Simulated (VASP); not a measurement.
Runs of VASP 6.6.1 on MgS. The structure is that of space group R-3m (No. 166), or close to it. The cells are those of the table. 

```csv
cell,gap on the mesh (eV),pressure (GPa)
"a = 3.938 Å, angles 52.2°, 2 atoms",1.64,(b)
"a = 3.303 Å, angles 82.7°, 2 atoms",0.06,(c)
"a = 3.596 Å, angles 63.2°, 2 atoms",2.29,0.9
"a = 3.374 Å, angles 75.3°, 2 atoms",0.63,0.8
"a = 4.634 Å, angles 38.9°, 2 atoms",none,3.2
"a = 5.058 Å, angles 33.6°, 2 atoms",none,(a)
"a = 4.226 Å, angles 45.7°, 2 atoms",none,2.1
"a = 3.506 Å, angles 67.3°, 2 atoms",1.63,0.9
```

Alike in all rows: task single point; level PBE; potentials or basis VASP PAW PBE potentials, release 64 (Mg, S); no spin polarisation; k mesh 8 × 8 × 8; cutoff (eV) 520; smearing gaussian 0.05 eV.

Fill in the values left out.

(a) 3.8; (b) 1.0; (c) 0.4.

A k mesh can miss the band edges.

A gap of «none» marks levels without a gap at the run's occupations.
